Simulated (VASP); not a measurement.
Wanted: the native input for a VASP 6.6.1 run.

```
Task                   : relaxation of cell and atoms
Functional             : PBE
Potentials or basis    : VASP PAW PBE potentials, release 64 (Si, C)
Cutoff                 : 600 eV
k mesh                 : 18 × 18 × 4
Occupations            : gaussian, width 0.01 eV
Spin                   : no spin polarisation
Dipole correction      : no
Further INCAR settings : ALGO = Normal; EDIFF = 1e-06; IBRION = 2; EDIFFG = -0.01; NSW = 100; ISIF = 3
```

The structure of SiC5 lies in POSCAR:

```
SiC5
1.0
    2.4381404109      0.0000000000      0.0000000000
   -1.2190702054      2.1114915338      0.0000000000
    0.0000000000      0.0000000000     16.1822995906
Si C
1 5
Direct
    0.0000000000      0.0000000000      0.5000000000
    0.0000000000      0.0000000000      0.0000000000
    0.3333333333      0.6666666667      0.7644374085
    0.6666666667      0.3333333333      0.7644374085
    0.3333333333      0.6666666667      0.2355625915
    0.6666666667      0.3333333333      0.2355625915
```

The input as run:

INCAR

```
PREC = Accurate
ENCUT = 600
EDIFF = 1E-6
ISMEAR = 0
SIGMA = 0.01
LREAL = F
LASPH = T
NELM = 80
ALGO = Normal
ISIF = 3
LWAVE = F
LCHARG = F
GGA = PE
IBRION = 2
NSW = 100
EDIFFG = -0.01
```

KPOINTS

```
regular mesh
0
Gamma
  18 18 4
```

Potentials or basis: VASP PAW PBE potentials, release 64 (Si, C).

Command:

```bash
$ cat potpaw_PBE.64/Si/POTCAR potpaw_PBE.64/C/POTCAR > POTCAR
$ mpirun -np 1 vasp_std > vasp.out
```

It gave:

```
Relaxed volume                         : 13.90 Å³/atom
Relaxed cell                           : a = 2.440 Å, b = 2.440 Å, c = 16.184 Å, α = 90.00°, β = 90.00°, γ = 120.00°
Space group after relaxing (to 0.05 Å) : P6/mmm (No. 191)
Energy gained by relaxing              : 0.0 meV/atom
Ionic steps                            : 3
Pressure after relaxing                : 0.0 GPa
Largest force after relaxing           : 0.005 eV/Å
Band gap on the k mesh                 : zero (band 12 reaches 2.92 eV, above the bottom of band 13 at 2.18 eV)
```

It took 5.1 min on 1 thread of AMD EPYC 9R45 96-Core Processor (Zen 5), on a shared host, peak memory 0.3 GiB.
